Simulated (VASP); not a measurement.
Input of a VASP 6.6.1 run:

Contents of INCAR:

```
PREC     = Accurate       # precision mode
ENCUT    = 520            # plane-wave cutoff, eV
EDIFF    = 1E-6           # SCF threshold, eV
ISMEAR   = -1             # smearing method
SIGMA    = 0.05           # smearing width, eV
LREAL    = False          # projectors in reciprocal space
LASPH    = True           # aspherical terms in the spheres
NELM     = 60             # most SCF steps
ALGO     = Normal         # electronic algorithm
ISIF     = 2              # what is computed and relaxed
LWAVE    = False          # write WAVECAR
LCHARG   = False          # write CHGCAR
NBANDS   = 56             # bands
```

Contents of KPOINTS:

```
regular mesh
0
Gamma
  5 5 6
```

The input POSCAR:

```
HfO2
1.0
    5.0803194000      0.0000000000      0.0000000000
    0.0000000000      5.1648674500      0.0000000000
    0.0000000000      0.0000000000      4.8908836500
Hf O
4 8
Direct
    0.2225908200      0.7817995800      0.2720679400
    0.7225908200      0.7182004200      0.7279320600
    0.7774091800      0.2182004200      0.2720679400
    0.2774091800      0.2817995800      0.7279320600
    0.1868153200      0.1636487800      0.1045346200
    0.6868153200      0.3363512200      0.8954653800
    0.8131846800      0.8363512200      0.1045346200
    0.3131846800      0.6636487800      0.8954653800
    0.0000000000      0.5000000000      0.4890544500
    0.5000000000      0.0000000000      0.5109455500
    0.0000000000      0.0000000000      0.5756249900
    0.5000000000      0.5000000000      0.4243750100
```

Potentials or basis: VASP PAW LDA potentials, release 64 (Hf_pv, O).

The run is started by

```console
$ cat potpaw_LDA.64/Hf_pv/POTCAR potpaw_LDA.64/O/POTCAR > POTCAR
$ mpirun -np 1 vasp_std > vasp.out
```

**Question.** Estimate the pressure.

**Answer.** -7.8 GPa.

**Question.** Predict the band gap on the k mesh.

**Answer.** 3.64 eV.

**Question.** Predict the largest force.

**Answer.** 0.141 eV/Å.

Forces in eV/Å, atoms in the order of the input:
```
Hf  -0.016  0.038  0.045
Hf  -0.016 -0.038 -0.045
Hf   0.016 -0.038  0.045
Hf   0.016  0.038 -0.045
O   -0.095 -0.101 -0.023
O   -0.095  0.101  0.023
O    0.095  0.101 -0.023
O    0.095 -0.101  0.023
O    0.000  0.000  0.014
O    0.000  0.000 -0.014
O    0.000  0.000 -0.061
O    0.000  0.000  0.061
```

Caveat: the cell stands under tension; spin-orbit coupling is left out, which moves the levels of the heavy elements. A k mesh can miss the band edges.
